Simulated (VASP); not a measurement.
# Mn in VASP: a series of runs

The runs below take Mn through single point, with PBE.

All numbers are computed with VASP 6.6.1; they aren't measurements. Logs are shortened: lines on timing, memory, paths and dates and some standing lists are left out, and cuts for length are marked.

### Step 1. The cell of the first run

The cell holds a slab with vacuum, 3 atoms: a = 2.550 Å, b = 2.550 Å, c = 17.164 Å, α = 90.00°, β = 90.00°, γ = 120.00°.

### Step 2. Single point, PBE

The input, INCAR:

```
SYSTEM = Mn
ALGO     = Normal         ! electronic algorithm
EDIFF    = 1E-6           ! SCF threshold, eV
ENCUT    = 400            ! plane-wave cutoff, eV
GGA      = PE             ! functional
GGA_COMPAT= .FALSE.      
ISIF     = 2              ! what is computed and relaxed
ISMEAR   = -1             ! smearing method
LASPH    = .TRUE.         ! aspherical terms in the spheres
LCHARG   = .FALSE.        ! write CHGCAR
LREAL    = .FALSE.        ! projectors in reciprocal space
LWAVE    = .FALSE.        ! write WAVECAR
NBANDS   = 26             ! bands
NELM     = 120            ! most SCF steps
NELMDL   = -8           
PREC     = Accurate       ! precision mode
SIGMA    = 0.03           ! smearing width, eV
```

The input, KPOINTS:

```
k-points
0
G
  5 5 1
  0 0 0
```

The input, POSCAR:

```
Mn
1.0
    2.5500000000      0.0000000000      0.0000000000
   -1.2750000000      2.2083650000      0.0000000000
    0.0000000000      0.0000000000     17.1641330000
Mn
3
Direct
    0.9964630000      0.9965560000      0.3794770000
    0.3264520000      0.6662370000      0.4973710000
    0.6699700000      0.3339420000      0.6228840000
```

Potentials or basis: VASP PAW PBE potentials, release 64 (Mn_pv).

Run with:

```bash
> cat potpaw_PBE.64/Mn_pv/POTCAR > POTCAR
> mpirun -np 1 vasp_std > vasp.out
```

OUTCAR:

```text
SYSTEM = Mn
   EDIFF = 1E-6
   ENCUT = 400
   GGA = PE
   ISIF = 2
   ISMEAR = -1
   LASPH = .TRUE.
   LREAL = .FALSE.
   NELM = 120
   NELMDL = -8
   PREC = Accurate

 ion  position               nearest neighbor table
   1  0.996  0.997  0.379-   2 2.49   2 2.51   2 2.51
   2  0.326  0.666  0.497-   1 2.49   1 2.51   1 2.51   3 2.60   3 2.61   3 2.62
   3  0.670  0.334  0.623-   2 2.60   2 2.61   2 2.62

  LATTYP: Found a hexagonal cell.
 ALAT       =     2.5500000000
 C/A-ratio  =     6.7310325490

  Lattice vectors:

 A1 = (   2.5500000000,   0.0000000000,   0.0000000000)
 A2 = (  -1.2750000000,   2.2083650000,   0.0000000000)
 A3 = (   0.0000000000,   0.0000000000,  17.1641330000)

Analysis of symmetry for initial positions (statically):
=====================================================================
 Subroutine PRICEL returns:
 Original cell was already a primitive cell.

 Routine SETGRP: Setting up the symmetry group for a
 hexagonal supercell.

 Subroutine GETGRP returns: Found  1 space group operations
 (whereof  1 operations were pure point group operations)
 out of a pool of 24 trial point group operations.

The static configuration has the point symmetry C_1 .

Analysis of symmetry for dynamics (positions and initial velocities):
=====================================================================
 Subroutine PRICEL returns:
 Original cell was already a primitive cell.

 Routine SETGRP: Setting up the symmetry group for a
 hexagonal supercell.

 Subroutine GETGRP returns: Found  1 space group operations
 (whereof  1 operations were pure point group operations)
 out of a pool of 24 trial point group operations.

The dynamic configuration has the point symmetry C_1 .

 Subroutine INISYM returns: Found  1 space group operations
 (whereof  1 operations are pure point group operations),
 and found     1 'primitive' translations

----------------------------------------------------------------------------------------

                                     Primitive cell

  volume of cell :      96.6569

  direct lattice vectors                    reciprocal lattice vectors
     2.550000000  0.000000000  0.000000000     0.392156863  0.226411848  0.000000000
    -1.275000000  2.208365000  0.000000000     0.000000000  0.452823695  0.000000000
     0.000000000  0.000000000 17.164133000     0.000000000  0.000000000  0.058261026

  length of vectors
     2.550000000  2.550000191 17.164133000     0.452823729  0.452823695  0.058261026

[... 62 lines left out ...]
   ISTART =      0    job   : 0-new  1-cont  2-samecut
   ICHARG =      2    charge: 1-file 2-atom 10-const
   ISPIN  =      1    spin polarized calculation?
   LNONCOLLINEAR =      F non collinear calculations
   LSORBIT =      F    spin-orbit coupling
   LASPH  =      T    aspherical Exc in radial PAW
   ENCUT  =  400.0 eV  29.40 Ry    5.42 a.u.   4.16  4.16 27.99*2*pi/ulx,y,z
   NELM   =    120;   NELMIN=  2; NELMDL= -8     # of ELM steps
   EDIFF  = 0.1E-05   stopping-criterion for ELM
   LREAL  =      F    real-space projection
[... 7 lines left out ...]
   TEBEG  =    0.0;   TEEND  =   0.0 temperature during run
   PSTRESS=    0.0 pullay stress
   NELECT =      39.0000    total number of electrons
   NUPDOWN=      -1.0000    fix difference up-down
   EMIN   =  10.00;   EMAX   =-10.00  energy-range for DOS
   EFERMI =   0.00;   METHOD = LEGACY
   ISMEAR =    -1;   SIGMA  =   0.03  broadening in eV -4-tet -1-fermi 0-gaus
   EFERMI_NEDOS =   21; number of points for ismear=-14 and -15
   IALGO  =     38    algorithm
   IMIX   =      4    mixing-type and parameters
     AMIX     =   0.40;   BMIX     =  1.00
     AMIX_MAG =   1.60;   BMIX_MAG =  1.00
  volume/ion in A,a.u.               =      32.22       217.42
  Fermi-wavevector in a.u.,A,eV,Ry     =   1.209721  2.286042 19.911121  1.463426
  Thomas-Fermi vector in A             =   2.345290
   LORBIT       =      0    0 simple, 1 ext, 2 COOP (PROOUT), +10 PAW based schemes
   GGA     = PE    functional components
   LHFCALC =     F    Hartree Fock is set to
   AEXX    =    0.0000 exact exchange contribution
   IVDW    =     0    specifies the selected vdW correction
   LEPSILON=     F    determine dielectric tensor
   LRPA    =     F    only Hartree local field effects (RPA)
 non-spin polarized calculation
  energy-cutoff  :      400.00
  volume of cell :       96.66
 maximum number of plane-waves:      1768
 NGX is ok and might be reduce to    18
   NGX =  9   NGY =  9   NGZ = 55

 number of electron      38.9999977 magnetization

 Free energy of the ion-electron system (eV)
  ---------------------------------------------------
  ext. energy  EPLUGINS =         0.00000000
  ---------------------------------------------------
  free energy    TOTEN  =       -24.50094283 eV

  energy without entropy =      -24.47973520  energy(sigma->0) =      -24.49033902

 E-fermi :   0.3599     XC(G=0):  -6.1081

 val. band max:        0.1508981647   @ k =   0.0000   0.2000   0.0000
 cond. band min:       0.3605012744   @ k =   0.4000   0.2000   0.0000
 fundamental gap:      0.2096031097
 Fermi energy:         0.3599399703

 k-point     1 :       0.0000    0.0000    0.0000
  band No.  band energies     occupation
      1     -47.8152      2.00000
      2     -47.6378      2.00000
      3     -47.3972      2.00000
      4     -47.3364      2.00000
      5     -47.3337      2.00000
      6     -47.3067      2.00000
[... 366 lines left out ...]
     25       4.8890      0.00000
     26       5.6382      0.00000

------------------------ aborting loop because EDIFF is reached ----------------------------------------

  FORCE on cell =-STRESS in cart. coord.  units (eV):
  Direction    XX          YY          ZZ          XY          YZ          ZX
  --------------------------------------------------------------------------------------
  -------------------------------------------------------------------------------------
  Total       -7.1582337     -7.1709333     -5.5382189      0.0067056     -0.0284114     -0.0171346
  in kB     -118.6543176   -118.8648264    -91.8010802      0.1111512     -0.4709458     -0.2840222
  external PRESSURE =    -109.7734081 kB  Pullay stress =       0.0000000 kB

 VOLUME and BASIS-vectors are now :
 -----------------------------------------------------------------------------
  energy-cutoff  :      400.00
  volume of cell :       96.66
      direct lattice vectors                 reciprocal lattice vectors
     2.550000000  0.000000000  0.000000000     0.392156863  0.226411848  0.000000000
    -1.275000000  2.208365000  0.000000000     0.000000000  0.452823695  0.000000000
     0.000000000  0.000000000 17.164133000     0.000000000  0.000000000  0.058261026

 POSITION                                       TOTAL-FORCE (eV/Angst)
 -----------------------------------------------------------------------------------
      1.27037      2.20076      6.51339        -0.000050      0.008157      1.137065
     -0.01700      1.47129      8.53694         0.007289     -0.003637      0.202947
      1.28265      0.73747     10.69126        -0.007239     -0.004520     -1.340012
 -----------------------------------------------------------------------------------
    total drift:                               -0.001421     -0.000975     -0.000195

  FREE ENERGIE OF THE ION-ELECTRON SYSTEM (eV)
  ---------------------------------------------------
  free  energy   TOTEN  =       -24.5009428339 eV

  energy  without entropy=      -24.4797352020  energy(sigma->0) =      -24.49033902
```

OSZICAR:

```text
N       E                     dE             d eps       ncg     rms          rms(c)
DAV:   1     0.349407191609E+03    0.34941E+03   -0.22325E+04   844   0.134E+03
DAV:   2    -0.140118968176E+02   -0.36342E+03   -0.35493E+03   690   0.423E+02
DAV:   3    -0.294303078015E+02   -0.15418E+02   -0.14894E+02   790   0.107E+02
[... 21 lines left out ...]
DAV:  25    -0.245009105998E+02   -0.11324E-03   -0.15229E-05   592   0.291E-02    0.700E-03
DAV:  26    -0.245009321417E+02   -0.21542E-04   -0.25317E-06   542   0.118E-02    0.184E-03
DAV:  27    -0.245009407200E+02   -0.85783E-05   -0.62141E-07   370   0.443E-03    0.733E-04
DAV:  28    -0.245009424352E+02   -0.17152E-05   -0.11740E-07   346   0.168E-03    0.530E-04
DAV:  29    -0.245009428339E+02   -0.39868E-06   -0.53003E-08   346   0.159E-03
   1 F= -.24500943E+02 E0= -.24490339E+02  d E =-.212076E-01
```

stdout:

```text
POSCAR found type information on POSCAR Mn
 POSCAR found :  1 types and       3 ions
 scaLAPACK will be used
 LDA part: xc-table for (Slater+PW92), standard interpolation
 POSCAR, INCAR and KPOINTS ok, starting setup
 FFT: planning ... GRIDC
 FFT: planning ... GRID_SOFT
 FFT: planning ... GRID
 WAVECAR not read
 entering main loop
```

Run time: 42 s. Hardware: 1 thread of Intel Xeon 6975P-C, shared host; peak memory 0.18 GiB.

What came out:

```yaml
Free_energy: -24.5009 eV
Largest_force: 1.340 eV/Å
```

Forces in eV/Å, atoms in the order of the input:
```
Mn   0.000  0.008  1.137
Mn   0.007 -0.004  0.203
Mn  -0.007 -0.005 -1.340
```

Caveat: the k points lie up to 0.57 Å⁻¹ apart; the run has no spin polarisation, though such a crystal can be magnetic.

### Step 3. Single point, PBE, collinear spin, ferromagnetic start

The input, INCAR:

```
PREC = Accurate ; ENCUT = 400
EDIFF = 1E-6 ; ISMEAR = -1
SIGMA = 0.03 ; LREAL = False
LASPH = True ; NELM = 200
ALGO = Normal ; ISIF = 2
LWAVE = False ; LCHARG = False
ISPIN = 2 ; MAGMOM = 3 3 3
LORBIT = 11 ; LMAXMIX = 4
GGA = PE ; NBANDS = 30
GGA_COMPAT = False ; NELMDL = -8
```

The input, KPOINTS:

```
regular mesh
0
Gamma
  5 5 1
```

POSCAR is that of step 2.

Potentials or basis: VASP PAW PBE potentials, release 64 (Mn_pv).

Run with:

```bash
> cat potpaw_PBE.64/Mn_pv/POTCAR > POTCAR
> mpirun -np 1 vasp_std > vasp.out
```

Wall time 4.9 min (1 thread of Intel Xeon 6975P-C, shared host); peak memory 0.23 GiB.

It converged, with:

| Quantity | Value |
| --- | --- |
| Free energy | -24.3199 eV |
| Largest force | 0.384 eV/Å |
| Net moment | 5.22 μB per cell |
| Site moments | Mn +1.43, +1.17, +2.37 μB |
| Valence electrons inside the program's atomic spheres | Mn 11.74, 11.82, 11.70 |

Forces in eV/Å, atoms in the order of the input:
```
Mn   0.013 -0.013  0.297
Mn  -0.022  0.008  0.087
Mn   0.010  0.005 -0.384
```

Levels at points of the mesh, in eV from the Fermi level:
Spin up:
| k point | band 18 | band 19 | band 20 | band 21 | band 22 | band 23 | band 24 | band 25 | band 26 | band 27 |
| --- | --- | --- | --- | --- | --- | --- | --- | --- | --- | --- |
| (0.00, 0.00, 0.00) | -1.47 | -1.24 | -1.23 | -1.10 | -0.47 | -0.45 | -0.20 | -0.17 | 0.09 | 0.54 |
Spin down:
| k point | band 13 | band 14 | band 15 | band 16 | band 17 | band 18 | band 19 | band 20 | band 21 | band 22 |
| --- | --- | --- | --- | --- | --- | --- | --- | --- | --- | --- |
| (0.00, 0.00, 0.00) | -0.75 | -0.63 | -0.40 | -0.40 | -0.13 | -0.10 | -0.09 | 0.28 | 0.29 | 0.50 |

Caveat: the k points lie up to 0.57 Å⁻¹ apart.
